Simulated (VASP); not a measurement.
# Ag (Fm-3m) in VASP: a series of runs

Aim: see how the results for Ag move with the level of theory and the settings. Levels: LDA, PBE+D4, revPBE+D3(BJ), BLYP+D4. Tasks: single point.

Program: VASP 6.6.1. These are calculated values, not measurements. Logs are shortened: lines on timing, memory, paths and dates and some standing lists are left out, and cuts for length are marked.

## Step 1: The cell of the first run

Symmetry: Fm-3m, No. 225, cubic system. The conventional cell has a = 4.002 Å, b = 4.002 Å, c = 4.002 Å, α = 90.00°, β = 90.00°, γ = 90.00°. Ag (site symmetry m-3m) has 12 Ag at 2.83 Å within 3.7 Å.

## Step 2: Single point, LDA

INCAR

```
SYSTEM = Ag
  ALGO = Fast
  EDIFF = 1E-6
  ENCUT = 520
  ISIF = 2
  ISMEAR = -1
  LASPH = .TRUE.
  LCHARG = .FALSE.
  LREAL = .FALSE.
  LWAVE = .FALSE.
  NBANDS = 12
  NELM = 100
  PREC = Accurate
  SIGMA = 0.05
```

KPOINTS

```
k-points
0
G
  11 11 11
  0 0 0
```

POSCAR

```
Ag
1.0
    0.0000000000      2.0010495236      2.0010495236
    2.0010495236      0.0000000000      2.0010495236
    2.0010495236      2.0010495236      0.0000000000
Ag
1
Direct
    0.0000000000      0.0000000000      0.0000000000
```

Potentials or basis: VASP PAW LDA potentials, release 64 (Ag).

On the command line:

```bash
> cat potpaw_LDA.64/Ag/POTCAR > POTCAR
> mpirun -np 1 vasp_std > vasp.out
```

OUTCAR:

```text
SYSTEM = Ag
   EDIFF = 1E-6
   ENCUT = 520
   ISIF = 2
   ISMEAR = -1
   LASPH = .TRUE.
   LREAL = .FALSE.
   NELM = 100
   PREC = Accurate

 ion  position               nearest neighbor table
   1  0.000  0.000  0.000-

  LATTYP: Found a face centered cubic cell.
 ALAT       =     4.0020990472

  Lattice vectors:

 A1 = (   0.0000000000,   2.0010495236,   2.0010495236)
 A2 = (   2.0010495236,   0.0000000000,   2.0010495236)
 A3 = (   2.0010495236,   2.0010495236,   0.0000000000)

Analysis of symmetry for initial positions (statically):
=====================================================================
 Subroutine PRICEL returns:
 Original cell was already a primitive cell.

 Routine SETGRP: Setting up the symmetry group for a
 face centered cubic supercell.

 Subroutine GETGRP returns: Found 48 space group operations
 (whereof 48 operations were pure point group operations)
 out of a pool of 48 trial point group operations.

The static configuration has the point symmetry O_h .

Analysis of symmetry for dynamics (positions and initial velocities):
=====================================================================
 Subroutine PRICEL returns:
 Original cell was already a primitive cell.

 Routine SETGRP: Setting up the symmetry group for a
 face centered cubic supercell.

 Subroutine GETGRP returns: Found 48 space group operations
 (whereof 48 operations were pure point group operations)
 out of a pool of 48 trial point group operations.

The dynamic configuration has the point symmetry O_h .

 Subroutine INISYM returns: Found 48 space group operations
 (whereof 48 operations are pure point group operations),
 and found     1 'primitive' translations

----------------------------------------------------------------------------------------

                                     Primitive cell

  volume of cell :      16.0252

  direct lattice vectors                    reciprocal lattice vectors
     0.000000000  2.001049524  2.001049524    -0.249868878  0.249868878  0.249868878
     2.001049524  0.000000000  2.001049524     0.249868878 -0.249868878  0.249868878
     2.001049524  2.001049524  0.000000000     0.249868878  0.249868878 -0.249868878

  length of vectors
     2.829911375  2.829911375  2.829911375     0.432785593  0.432785593  0.432785593

  position of ions in fractional coordinates (direct lattice)
     0.000000000  0.000000000  0.000000000

  ion indices of the primitive-cell ions
   primitive index   ion index
                 1           1

----------------------------------------------------------------------------------------

 KPOINTS: k-points

Automatic generation of k-mesh.
 Grid dimensions read from file:
 generate k-points for:   11   11   11

 Generating k-lattice:

  Cartesian coordinates                     Fractional coordinates (reciprocal lattice)
    -0.022715353  0.022715353  0.022715353     0.090909091  0.000000000  0.000000000
     0.022715353 -0.022715353  0.022715353     0.000000000  0.090909091  0.000000000
     0.022715353  0.022715353 -0.022715353     0.000000000  0.000000000  0.090909091

  Length of vectors
     0.039344145  0.039344145  0.039344145

  Shift w.r.t. Gamma in fractional coordinates (k-lattice)
     0.000000000  0.000000000  0.000000000

 Subroutine IBZKPT returns following result:
 ===========================================

 Found     56 irreducible k-points:

 Following reciprocal coordinates:
            Coordinates               Weight
  0.000000  0.000000  0.000000      1.000000
  0.090909  0.000000  0.000000      8.000000
  0.181818  0.000000  0.000000      8.000000
  0.272727  0.000000  0.000000      8.000000
  0.363636  0.000000  0.000000      8.000000
  0.454545  0.000000  0.000000      8.000000
[... 16 lines left out ...]
 -0.272727  0.181818  0.000000     24.000000
 -0.181818  0.181818  0.000000     12.000000
 [... further k-points ...]
   k-points           NKPTS =     56   k-points in BZ     NKDIM =     56   number of bands    NBANDS=     12
   number of dos      NEDOS =    301   number of ions     NIONS =      1
   total plane-waves  NPLWV =  13824
   dimension x,y,z NGX =    24 NGY =   24 NGZ =   24
   dimension x,y,z NGXF=    48 NGYF=   48 NGZF=   48
   ions per type =               1
   NGX,Y,Z   is equivalent  to a cutoff of  14.10, 14.10, 14.10 a.u.
   NGXF,Y,Z  is equivalent  to a cutoff of  28.20, 28.20, 28.20 a.u.
 SYSTEM =  Ag
   PREC   = accura    normal or accurate (medium, high low for compatibility)
   ISTART =      0    job   : 0-new  1-cont  2-samecut
   ICHARG =      2    charge: 1-file 2-atom 10-const
   ISPIN  =      1    spin polarized calculation?
   LNONCOLLINEAR =      F non collinear calculations
   LSORBIT =      F    spin-orbit coupling
   LASPH  =      T    aspherical Exc in radial PAW
   ENCUT  =  520.0 eV  38.22 Ry    6.18 a.u.   5.26  5.26  5.26*2*pi/ulx,y,z
   NELM   =    100;   NELMIN=  2; NELMDL= -5     # of ELM steps
   EDIFF  = 0.1E-05   stopping-criterion for ELM
   LREAL  =      F    real-space projection
   EDIFFG = 0.1E-04   stopping-criterion for IOM
   NSW    =      0    number of steps for IOM
   IBRION =     -1    ionic relax: 0-MD 1-quasi-New 2-CG
   NFREE  =      0    steps in history (QN), initial steepest desc. (CG)
   ISIF   =      2    stress and relaxation
   ISYM   =      2    0-nonsym 1-usesym 2-fastsym
   POTIM  = 0.5000    time-step for ionic-motion
   TEBEG  =    0.0;   TEEND  =   0.0 temperature during run
   PSTRESS=    0.0 pullay stress
   NELECT =      11.0000    total number of electrons
   NUPDOWN=      -1.0000    fix difference up-down
   EMIN   =  10.00;   EMAX   =-10.00  energy-range for DOS
   EFERMI =   0.00;   METHOD = LEGACY
   ISMEAR =    -1;   SIGMA  =   0.05  broadening in eV -4-tet -1-fermi 0-gaus
   EFERMI_NEDOS =   21; number of points for ismear=-14 and -15
   IALGO  =     68    algorithm
   IMIX   =      4    mixing-type and parameters
     AMIX     =   0.40;   BMIX     =  1.00
     AMIX_MAG =   1.60;   BMIX_MAG =  1.00
  volume/ion in A,a.u.               =      16.03       108.14
  Fermi-wavevector in a.u.,A,eV,Ry     =   1.444124  2.728999 28.374880  2.085495
  Thomas-Fermi vector in A             =   2.562455
   LORBIT       =      0    0 simple, 1 ext, 2 COOP (PROOUT), +10 PAW based schemes
   GGA     = CA    functional components
   LHFCALC =     F    Hartree Fock is set to
   AEXX    =    0.0000 exact exchange contribution
   IVDW    =     0    specifies the selected vdW correction
   LEPSILON=     F    determine dielectric tensor
   LRPA    =     F    only Hartree local field effects (RPA)
 non-spin polarized calculation
 RMM-DIIS sequential band-by-band and
  energy-cutoff  :      520.00
  volume of cell :       16.03
 maximum number of plane-waves:       444
 NGX is ok and might be reduce to    24
   NGX = 11   NGY = 11   NGZ = 11

 number of electron      11.0000002 magnetization

 Free energy of the ion-electron system (eV)
  ---------------------------------------------------
  ext. energy  EPLUGINS =         0.00000000
  ---------------------------------------------------
  free energy    TOTEN  =        -3.78813664 eV

  energy without entropy =       -3.78614330  energy(sigma->0) =       -3.78713997

 E-fermi :   9.2315     XC(G=0): -12.9530

 val. band max:        9.1606466943   @ k =  -0.4545   0.0909   0.0000
 cond. band min:       9.2958832797   @ k =   0.4545   0.3636   0.0000
 fundamental gap:      0.1352365855
 Fermi energy:         9.2314868242

 k-point     1 :       0.0000    0.0000    0.0000
  band No.  band energies     occupation
      1       0.7538      2.00000
      2       4.0338      2.00000
      3       4.0338      2.00000
      4       4.0338      2.00000
      5       5.2092      2.00000
      6       5.2092      2.00000
      7      25.1865      0.00000
      8      29.0621      0.00000
      9      29.0621      0.00000
     10      29.0621      0.00000
     11      34.2412      0.00000
     12      35.6581      0.00000

 k-point     2 :       0.0909    0.0000    0.0000
  band No.  band energies     occupation
      1       1.0225      2.00000
      2       3.9697      2.00000
      3       4.1101      2.00000
      4       4.1101      2.00000
      5       5.1810      2.00000
      6       5.1810      2.00000
      7      25.2370      0.00000
      8      27.2731      0.00000
      9      29.2222      0.00000
     10      29.2222      0.00000
     11      33.9038      0.00000
     12      35.1973      0.00000

 k-point     3 :       0.1818    0.0000    0.0000
  band No.  band energies     occupation
      1       1.7232      2.00000
      2       3.9166      2.00000
      3       4.2478      2.00000
      4       4.2478      2.00000
      5       5.1887      2.00000
      6       5.1887      2.00000
      7      23.2663      0.00000
      8      26.1616      0.00000
      9      29.5071      0.00000
     10      29.5071      0.00000
     11      32.5097      0.00000
     12      33.8779      0.00000

 k-point     4 :       0.2727    0.0000    0.0000
  band No.  band energies     occupation
      1       2.3077      2.00000
      2       4.2396      2.00000
      3       4.2396      2.00000
      4       4.4858      2.00000
      5       5.4255      2.00000
      6       5.4255      2.00000
      7      19.7477      0.00000
      8      25.7315      0.00000
      9      29.2633      0.00000
     10      29.2633      0.00000
     11      32.8017      0.00000
     12      32.8068      0.00000

 k-point     5 :       0.3636    0.0000    0.0000
  band No.  band energies     occupation
      1       2.3400      2.00000
      2       4.1163      2.00000
      3       4.1163      2.00000
      4       5.8017      2.00000
      5       5.8017      2.00000
      6       6.1148      2.00000
      7      16.2834      0.00000
      8      24.9929      0.00000
      9      28.2810      0.00000
     10      28.2810      0.00000
     11      32.6782      0.00000
     12      32.6782      0.00000

 k-point     6 :       0.4545    0.0000    0.0000
  band No.  band energies     occupation
      1       2.2546      2.00000
      2       4.0229      2.00000
      3       4.0229      2.00000
      4       6.0676      2.00000
      5       6.0676      2.00000
      6       8.0227      2.00000
      7      13.5048      0.00000
      8      24.5141      0.00000
      9      27.5184      0.00000
     10      27.5184      0.00000
     11      32.8080      0.00000
     12      32.8080      0.00000

 k-point     7 :       0.0909    0.0909    0.0000
  band No.  band energies     occupation
      1       1.1128      2.00000
      2       3.8823      2.00000
      3       4.1732      2.00000
      4       4.1732      2.00000
      5       5.0602      2.00000
      6       5.2739      2.00000
      7      25.3848      0.00000
      8      27.9388      0.00000
      9      28.3277      0.00000
     10      28.3277      0.00000
     11      34.9647      0.00000
     12      34.9648      0.00000

 k-point     8 :       0.1818    0.0909    0.0000
  band No.  band energies     occupation
      1       1.6833      2.00000
      2       3.7347      2.00000
      3       4.3283      2.00000
      4       4.3355      2.00000
      5       4.9779      2.00000
      6       5.3455      2.00000
      7      24.5225      0.00000
      8      26.1351      0.00000
      9      27.6432      0.00000
     10      29.1862      0.00000
     11      32.8130      0.00000
     12      34.6542      0.00000
[... 166 lines left out ...]
 k-point    20 :       0.4545    0.1818    0.0000
  band No.  band energies     occupation
      1       2.7354      2.00000
      2       3.7278      2.00000
      3       4.4424      2.00000
      4       4.6090      2.00000
      5       6.1369      2.00000
      6       8.6525      1.99998
      7      15.7282      0.00000
      8      23.2157      0.00000
      9      24.3469      0.00000
     10      26.1688      0.00000
     11      35.1362      0.00000
     12      35.1860      0.00000

 k-point    21 :      -0.4545    0.1818    0.0000
  band No.  band energies     occupation
      1       2.7462      2.00000
      2       3.6868      2.00000
      3       4.5102      2.00000
      4       4.7517      2.00000
      5       6.0678      2.00000
      6      10.6437      0.00000
      7      13.2307      0.00000
      8      22.0956      0.00000
      9      25.0418      0.00000
     10      25.8372      0.00000
     11      34.8172      0.00000
     12      34.8389      0.00000

 k-point    22 :      -0.3636    0.1818    0.0000
  band No.  band energies     occupation
      1       2.8653      2.00000
      2       3.7469      2.00000
      3       4.4943      2.00000
      4       4.7003      2.00000
      5       5.7185      2.00000
      6       9.5130      0.00715
      7      14.8397      0.00000
      8      21.4406      0.00000
      9      26.0030      0.00000
     10      26.5216      0.00000
     11      33.6107      0.00000
     12      34.5983      0.00000

 k-point    23 :      -0.2727    0.1818    0.0000
  band No.  band energies     occupation
      1       3.0538      2.00000
      2       3.8256      2.00000
      3       4.2681      2.00000
      4       4.5800      2.00000
      5       5.2186      2.00000
      6       7.7140      2.00000
      7      18.0969      0.00000
      8      21.3317      0.00000
      9      26.7667      0.00000
     10      28.6270      0.00000
     11      31.7041      0.00000
     12      34.5825      0.00000

 k-point    24 :      -0.1818    0.1818    0.0000
  band No.  band energies     occupation
      1       2.9202      2.00000
      2       3.5738      2.00000
      3       4.2583      2.00000
      4       4.7222      2.00000
      5       4.7623      2.00000
      6       6.4248      2.00000
      7      21.4097      0.00000
      8      21.9002      0.00000
      9      28.1036      0.00000
     10      29.8601      0.00000
     11      30.9360      0.00000
     12      34.6008      0.00000

 [... further k-points ...]
[... 5 lines left out ...]
  --------------------------------------------------------------------------------------
  -------------------------------------------------------------------------------------
  Total       -0.0331758     -0.0331758     -0.0331758      0.0000000      0.0000000     -0.0000000
  in kB       -3.3168725     -3.3168725     -3.3168725      0.0000000      0.0000000     -0.0000000
  external PRESSURE =      -3.3168725 kB  Pullay stress =       0.0000000 kB

 VOLUME and BASIS-vectors are now :
 -----------------------------------------------------------------------------
  energy-cutoff  :      520.00
  volume of cell :       16.03
      direct lattice vectors                 reciprocal lattice vectors
     0.000000000  2.001049524  2.001049524    -0.249868878  0.249868878  0.249868878
     2.001049524  0.000000000  2.001049524     0.249868878 -0.249868878  0.249868878
     2.001049524  2.001049524  0.000000000     0.249868878  0.249868878 -0.249868878

 POSITION                                       TOTAL-FORCE (eV/Angst)
 -----------------------------------------------------------------------------------
      0.00000      0.00000      0.00000         0.000000     -0.000000     -0.000000
 -----------------------------------------------------------------------------------
    total drift:                               -0.000000      0.000000     -0.000000

  FREE ENERGIE OF THE ION-ELECTRON SYSTEM (eV)
  ---------------------------------------------------
  free  energy   TOTEN  =        -3.7881366406 eV

  energy  without entropy=       -3.7861432950  energy(sigma->0) =       -3.78713997
```

Wall time 11 s (1 thread of Intel Xeon 8259CL, shared host); peak memory 0.13 GiB.

What came out:

* Free energy: -3.7881 eV
* Pressure: -0.3 GPa

[end of part 1 of 3]
